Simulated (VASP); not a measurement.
# GaAs (F-43m) in VASP: single point with PBEsol

Aim: the single point of GaAs with PBEsol.

All numbers are computed with VASP 6.6.1; they aren't measurements. Logs are shortened: lines on timing, memory, paths and dates and some standing lists are left out, and cuts for length are marked.

**1. The cell of the first run**

It takes space group F-43m (No. 216, cubic). Conventional cell: a = 5.658 Å, b = 5.658 Å, c = 5.658 Å, α = 90.00°, β = 90.00°, γ = 90.00°. Ga (site symmetry -43m) has 4 As at 2.45 Å within 3.2 Å. Within 3.2 Å of As (site symmetry -43m) lie 4 Ga at 2.45 Å.

**2. Single point, PBEsol**

The input, INCAR:

```
ALGO = Normal ; EDIFF = 1E-6
ENCUT = 500 ; GGA = PS
GGA_COMPAT = False ; ISIF = 2
ISMEAR = 0 ; LASPH = True
LCHARG = True ; LELF = True
LREAL = Auto ; LVHAR = True
LWAVE = False ; NBANDS = 166
NELM = 120 ; PREC = Accurate
SIGMA = 0.02
```

The input, KPOINTS:

```
k-points
0
Gamma
  3 3 3
```

The input, POSCAR:

```
GaAs
1.0
   -5.6579528139      5.6579528139     -5.6579528139
    5.6579528139     -5.6579528139     -5.6579528139
   -5.6579528139     -5.6579528139      5.6579528139
Ga As
16 16
Direct
    0.0000000000      0.2500000000      0.7500000000
    0.7500000000      0.2500000000      1.0000000000
    0.5000000000      0.2500000000      0.2500000000
    0.2500000000      0.0000000000      0.7500000000
    0.2500000000      0.2500000000      0.5000000000
    1.0000000000      1.0000000000      1.0000000000
    0.7500000000      0.0000000000      0.2500000000
    0.5000000000      0.7500000000      0.7500000000
    0.5000000000      0.0000000000      0.5000000000
    0.2500000000      0.7500000000      1.0000000000
    0.0000000000      0.7500000000      0.2500000000
    0.7500000000      0.5000000000      0.7500000000
    0.7500000000      0.7500000000      0.5000000000
    0.5000000000      0.5000000000      1.0000000000
    0.2500000000      0.5000000000      0.2500000000
    0.0000000000      0.5000000000      0.5000000000
    0.0000000000      0.5000000000      0.7500000000
    0.7500000000      0.5000000000      0.0000000000
    0.5000000000      0.5000000000      0.2500000000
    0.2500000000      0.2500000000      0.7500000000
    0.2500000000      0.5000000000      0.5000000000
    0.0000000000      0.2500000000      0.0000000000
    0.7500000000      0.2500000000      0.2500000000
    0.5000000000      0.0000000000      0.7500000000
    0.5000000000      0.2500000000      0.5000000000
    0.2500000000      0.0000000000      0.0000000000
    0.0000000000      0.0000000000      0.2500000000
    0.7500000000      0.7500000000      0.7500000000
    0.7500000000      0.0000000000      0.5000000000
    0.5000000000      0.7500000000      0.0000000000
    0.2500000000      0.7500000000      0.2500000000
    0.0000000000      0.7500000000      0.5000000000
```

Potentials or basis: VASP PAW PBE potentials, release 64 (Ga_d, As).

Launch:

```console
cat potpaw_PBE.64/Ga_d/POTCAR potpaw_PBE.64/As/POTCAR > POTCAR
mpirun -np 1 vasp_std > vasp.out
```

OUTCAR:

```text
EDIFF = 1E-6
   ENCUT = 500
   GGA = PS
   ISIF = 2
   ISMEAR = 0
   LASPH = True
   LREAL = Auto
   NELM = 120
   PREC = Accurate

 ion  position               nearest neighbor table
   1  0.000  0.250  0.750-  17 2.45  20 2.45  22 2.45  29 2.45
   2  0.750  0.250  0.000-  18 2.45  22 2.45  23 2.45  24 2.45
   3  0.500  0.250  0.250-  19 2.45  23 2.45  25 2.45  26 2.45
   4  0.250  0.000  0.750-  20 2.45  24 2.45  26 2.45  32 2.45
   5  0.250  0.250  0.500-  20 2.45  21 2.45  25 2.45  27 2.45
   6  0.000  0.000  0.000-  22 2.45  26 2.45  27 2.45  28 2.45
[... 24 lines left out ...]
  31  0.250  0.750  0.250-   9 2.45  10 2.45  11 2.45  15 2.45
  32  0.000  0.750  0.500-   4 2.45  11 2.45  13 2.45  16 2.45

  LATTYP: Found a body centered cubic cell.
 ALAT       =    11.3159056278

  Lattice vectors:

 A1 = (  -5.6579528139,   5.6579528139,  -5.6579528139)
 A2 = (   5.6579528139,  -5.6579528139,  -5.6579528139)
 A3 = (  -5.6579528139,  -5.6579528139,   5.6579528139)

Analysis of symmetry for initial positions (statically):
=====================================================================
 Subroutine PRICEL returns following result:

  LATTYP: Found a face centered cubic cell.
 ALAT       =     5.6579528139

  Lattice vectors:

 A1 = (   2.8289764070,  -2.8289764070,   0.0000000000)
 A2 = (   2.8289764069,  -0.0000000000,   2.8289764070)
 A3 = (   0.0000000000,  -2.8289764070,   2.8289764070)

  16 primitive cells build up your supercell.

 Routine SETGRP: Setting up the symmetry group for a
 body centered cubic supercell.

 Subroutine GETGRP returns: Found 24 space group operations
 (whereof 24 operations were pure point group operations)
 out of a pool of 48 trial point group operations.

The static configuration has the point symmetry T_d .

Analysis of symmetry for dynamics (positions and initial velocities):
=====================================================================
 Subroutine PRICEL returns following result:

  LATTYP: Found a face centered cubic cell.
 ALAT       =     5.6579528139

  Lattice vectors:

 A1 = (   2.8289764070,  -2.8289764070,   0.0000000000)
 A2 = (   2.8289764069,  -0.0000000000,   2.8289764070)
 A3 = (   0.0000000000,  -2.8289764070,   2.8289764070)

  16 primitive cells build up your supercell.

 Routine SETGRP: Setting up the symmetry group for a
 body centered cubic supercell.

 Subroutine GETGRP returns: Found 24 space group operations
 (whereof 24 operations were pure point group operations)
 out of a pool of 48 trial point group operations.

The dynamic configuration has the point symmetry T_d .

 Subroutine INISYM returns: Found 24 space group operations
 (whereof 24 operations are pure point group operations),
 and found    16 'primitive' translations

----------------------------------------------------------------------------------------

                                     Primitive cell

  volume of cell :      45.2812

  direct lattice vectors                    reciprocal lattice vectors
     2.828976407 -2.828976407  0.000000000     0.176742372 -0.176742372 -0.176742372
     2.828976407 -0.000000000  2.828976407     0.176742372  0.176742372  0.176742372
     0.000000000 -2.828976407  2.828976407    -0.176742372 -0.176742372  0.176742372

  length of vectors
     4.000776802  4.000776802  4.000776802     0.306126768  0.306126768  0.306126768

  position of ions in fractional coordinates (direct lattice)
     1.000000000  0.000000000  0.000000000
     0.750000000  0.750000000  0.750000000

  ion indices of the primitive-cell ions
   primitive index   ion index
                 1           1
                 2          17

----------------------------------------------------------------------------------------

 KPOINTS: k-points

Automatic generation of k-mesh.
 Grid dimensions read from file:
 generate k-points for:    3    3    3

 Generating k-lattice:

  Cartesian coordinates                     Fractional coordinates (reciprocal lattice)
    -0.029457062  0.000000000 -0.029457062     0.333333333  0.000000000  0.000000000
     0.000000000 -0.029457062 -0.029457062     0.000000000  0.333333333  0.000000000
    -0.029457062 -0.029457062  0.000000000     0.000000000  0.000000000  0.333333333

  Length of vectors
     0.041658577  0.041658577  0.041658577

  Shift w.r.t. Gamma in fractional coordinates (k-lattice)
     0.000000000  0.000000000  0.000000000

 Subroutine IBZKPT returns following result:
 ===========================================

 Found      4 irreducible k-points:

 Following reciprocal coordinates:
            Coordinates               Weight
  0.000000  0.000000  0.000000      1.000000
  0.333333  0.000000  0.000000     12.000000
  0.333333  0.333333  0.000000      8.000000
 -0.333333  0.333333  0.333333      6.000000
   k-points           NKPTS =      4   k-points in BZ     NKDIM =      4   number of bands    NBANDS=    166
   number of dos      NEDOS =    301   number of ions     NIONS =     32
   total plane-waves  NPLWV = 373248
   dimension x,y,z NGX =    72 NGY =   72 NGZ =   72
   dimension x,y,z NGXF=   144 NGYF=  144 NGZF=  144
   ions per type =              16  16
   NGX,Y,Z   is equivalent  to a cutoff of  12.21, 12.21, 12.21 a.u.
   NGXF,Y,Z  is equivalent  to a cutoff of  24.43, 24.43, 24.43 a.u.
 SYSTEM =  unknown system
   PREC   = accura    normal or accurate (medium, high low for compatibility)
   ISTART =      0    job   : 0-new  1-cont  2-samecut
   ICHARG =      2    charge: 1-file 2-atom 10-const
   ISPIN  =      1    spin polarized calculation?
   LNONCOLLINEAR =      F non collinear calculations
   LSORBIT =      F    spin-orbit coupling
   LASPH  =      T    aspherical Exc in radial PAW
   ENCUT  =  500.0 eV  36.75 Ry    6.06 a.u.  17.87 17.87 17.87*2*pi/ulx,y,z
   NELM   =    120;   NELMIN=  2; NELMDL= -5     # of ELM steps
   EDIFF  = 0.1E-05   stopping-criterion for ELM
   LREAL  =      T    real-space projection
   EDIFFG = 0.1E-04   stopping-criterion for IOM
   NSW    =      0    number of steps for IOM
   IBRION =     -1    ionic relax: 0-MD 1-quasi-New 2-CG
   NFREE  =      0    steps in history (QN), initial steepest desc. (CG)
   ISIF   =      2    stress and relaxation
   ISYM   =      2    0-nonsym 1-usesym 2-fastsym
   POTIM  = 0.5000    time-step for ionic-motion
   TEBEG  =    0.0;   TEEND  =   0.0 temperature during run
   PSTRESS=    0.0 pullay stress
   NELECT =     288.0000    total number of electrons
   NUPDOWN=      -1.0000    fix difference up-down
   EMIN   =  10.00;   EMAX   =-10.00  energy-range for DOS
   EFERMI =   0.00;   METHOD = LEGACY
   ISMEAR =     0;   SIGMA  =   0.02  broadening in eV -4-tet -1-fermi 0-gaus
   EFERMI_NEDOS =   21; number of points for ismear=-14 and -15
   IALGO  =     38    algorithm
   IMIX   =      4    mixing-type and parameters
     AMIX     =   0.40;   BMIX     =  1.00
     AMIX_MAG =   1.60;   BMIX_MAG =  1.00
  volume/ion in A,a.u.               =      22.64       152.79
  Fermi-wavevector in a.u.,A,eV,Ry     =   1.203722  2.274705 19.714129  1.448948
  Thomas-Fermi vector in A             =   2.339468
   LORBIT       =      0    0 simple, 1 ext, 2 COOP (PROOUT), +10 PAW based schemes
   GGA     = PS    functional components
   LHFCALC =     F    Hartree Fock is set to
   AEXX    =    0.0000 exact exchange contribution
   IVDW    =     0    specifies the selected vdW correction
   LEPSILON=     F    determine dielectric tensor
   LRPA    =     F    only Hartree local field effects (RPA)
 non-spin polarized calculation
 Gauss-broadening in eV      SIGMA  =   0.02
  energy-cutoff  :      500.00
  volume of cell :      724.50
 maximum number of plane-waves:     18435
   NGX = 35   NGY = 35   NGZ = 35

 number of electron     287.9999939 magnetization

 Free energy of the ion-electron system (eV)
  ---------------------------------------------------
  ext. energy  EPLUGINS =         0.00000000
  ---------------------------------------------------
  free energy    TOTEN  =      -145.47743419 eV

  energy without entropy =     -145.47743419  energy(sigma->0) =     -145.47743419

 E-fermi :   3.9262     XC(G=0):  -9.7630

 val. band max:        3.7820246684   @ k =   0.0000   0.0000   0.0000
 cond. band min:       4.2216018992   @ k =   0.0000   0.0000   0.0000
 fundamental gap:      0.4395772308
 Fermi energy:         3.9262214733

 k-point     1 :       0.0000    0.0000    0.0000
  band No.  band energies     occupation
      1     -11.0995      2.00000
      2     -11.0995      2.00000
      3     -11.0995      2.00000
      4     -11.0646      2.00000
      5     -11.0646      2.00000
      6     -11.0646      2.00000
[... 148 lines left out ...]
    155       6.4496      0.00000
    156       6.4496      0.00000

 k-point     2 :       0.3333    0.0000    0.0000
  band No.  band energies     occupation
      1     -11.0938      2.00000
      2     -11.0911      2.00000
      3     -11.0911      2.00000
      4     -11.0815      2.00000
      5     -11.0745      2.00000
      6     -11.0745      2.00000
[... 148 lines left out ...]
    155       6.2253      0.00000
    156       6.3171      0.00000

 k-point     3 :       0.3333    0.3333    0.0000
  band No.  band energies     occupation
      1     -11.0839      2.00000
      2     -11.0839      2.00000
      3     -11.0839      2.00000
      4     -11.0839      2.00000
      5     -11.0839      2.00000
      6     -11.0839      2.00000
[... 148 lines left out ...]
    155       6.2373      0.00000
    156       6.2373      0.00000

 k-point     4 :      -0.3333    0.3333    0.3333
  band No.  band energies     occupation
      1     -11.0901      2.00000
      2     -11.0901      2.00000
      3     -11.0836      2.00000
      4     -11.0836      2.00000
      5     -11.0836      2.00000
      6     -11.0836      2.00000
[... 148 lines left out ...]
    155       6.3371      0.00000
    156       6.8247      0.00000
 [bands above 156 left out]

------------------------ aborting loop because EDIFF is reached ----------------------------------------

  FORCE on cell =-STRESS in cart. coord.  units (eV):
  Direction    XX          YY          ZZ          XY          YZ          ZX
  --------------------------------------------------------------------------------------
  -------------------------------------------------------------------------------------
  Total        0.9195758      0.9195758      0.9195758      0.0000000      0.0000000      0.0000000
  in kB        2.0335748      2.0335748      2.0335748      0.0000000      0.0000000      0.0000000
  external PRESSURE =       2.0335748 kB  Pullay stress =       0.0000000 kB

 VOLUME and BASIS-vectors are now :
 -----------------------------------------------------------------------------
  energy-cutoff  :      500.00
  volume of cell :      724.50
      direct lattice vectors                 reciprocal lattice vectors
    -5.657952814  5.657952814 -5.657952814    -0.088371186  0.000000000 -0.088371186
     5.657952814 -5.657952814 -5.657952814     0.000000000 -0.088371186 -0.088371186
    -5.657952814 -5.657952814  5.657952814    -0.088371186 -0.088371186  0.000000000

 POSITION                                       TOTAL-FORCE (eV/Angst)
 -----------------------------------------------------------------------------------
     -2.82898     -5.65795      2.82898        -0.000000      0.000000      0.000000
     -2.82898      2.82898     -5.65795        -0.000000      0.000000      0.000000
     -2.82898      0.00000     -2.82898        -0.000000      0.000000      0.000000
     -5.65795     -2.82898      2.82898        -0.000000      0.000000      0.000000
     -2.82898     -2.82898      0.00000        -0.000000      0.000000      0.000000
      0.00000      0.00000      0.00000        -0.000000      0.000000      0.000000
[... 24 lines left out ...]
      1.41449     -4.24346     -4.24346         0.000000     -0.000000      0.000000
      1.41449     -7.07244     -1.41449         0.000000     -0.000000      0.000000
 -----------------------------------------------------------------------------------
    total drift:                                0.000021      0.000021      0.000016

  FREE ENERGIE OF THE ION-ELECTRON SYSTEM (eV)
  ---------------------------------------------------
  free  energy   TOTEN  =      -145.4774341862 eV

  energy  without entropy=     -145.4774341862  energy(sigma->0) =     -145.47743419
```

Wall time 32 min (1 thread of Intel Xeon 8259CL, shared host); peak memory 0.88 GiB.

Results:

* Free energy: -145.4774 eV
* Pressure: 0.2 GPa
* Band gap on the k mesh: 0.44 eV

Caveat: the PAW data sets were made with another functional, which shifts forces and pressure a little.
